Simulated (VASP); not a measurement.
Wanted: the native input for a VASP 6.6.1 run.

```yaml
Task: single point
Functional: r2SCAN
Potentials_or_basis: VASP PAW PBE potentials, release 64 (Ca_sv)
Cutoff: 520 eV
k_mesh: 4 × 4 × 2
Occupations: gaussian, width 0.1 eV
Spin: no spin polarisation
Dipole_correction: no
Further_INCAR_settings: ALGO = Normal; EDIFF = 1e-06; NBANDS = 17
```

The system is Ca.

```
Ca
1.0
     1.97128   -3.39549    0.00000
     1.97128    3.39549    0.00000
     0.00000    0.00000    6.50911
Ca
2
Direct
  0.83559 0.16441 0.25000
  0.16441 0.83559 0.75000
```

These files were run (other wordings do the same):

POSCAR

```
Ca
1.0
    1.9712759950     -3.3954901800      0.0000000000
    1.9712759950      3.3954901800      0.0000000000
    0.0000000000      0.0000000000      6.5091117400
Ca
2
Direct
    0.8355866000      0.1644134000      0.2500000000
    0.1644134000      0.8355866000      0.7500000000
```

INCAR.step1

```
PREC = Accurate
ENCUT = 520
ISMEAR = 0
SIGMA = 0.1
LREAL = F
LASPH = T
NELM = 80
NBANDS = 17
GGA = PE
ALGO = Normal
EDIFF = 1E-4
LWAVE = T
LCHARG = F
```

INCAR.step2

```
PREC = Accurate
ENCUT = 520
EDIFF = 1E-6
ISMEAR = 0
SIGMA = 0.1
LREAL = F
LASPH = T
NELM = 80
ALGO = Normal
ISIF = 2
LWAVE = F
LCHARG = F
METAGGA = R2SCAN
LMIXTAU = T
NBANDS = 17
ISTART = 1
```

KPOINTS

```
regular mesh
0
Gamma
  4 4 2
```

Potentials or basis: VASP PAW PBE potentials, release 64 (Ca_sv).

Launch:

```sh
$ cat potpaw_PBE.64/Ca_sv/POTCAR > POTCAR
$ cp INCAR.step1 INCAR
$ mpirun -np 1 vasp_std > vasp.out
$ cp INCAR.step2 INCAR
$ mpirun -np 1 vasp_std > vasp.out
```

Results of the run:

| Quantity | Value |
| --- | --- |
| Pressure | 0.0 GPa |
| Largest force | 0.019 eV/Å |
| Band gap on the k mesh | zero (band 10 reaches 2.26 eV, above the bottom of band 11 at 1.50 eV) |

Caveat: the k points lie up to 0.48 Å⁻¹ apart; the PAW data sets were made with another functional, which shifts forces and pressure a little.

Wall time 81 s on 1 thread of Intel(R) Xeon(R) Platinum 8259CL CPU @ 2.50GHz (Skylake/Cascade Lake), on a shared host, peak memory 0.2 GiB.
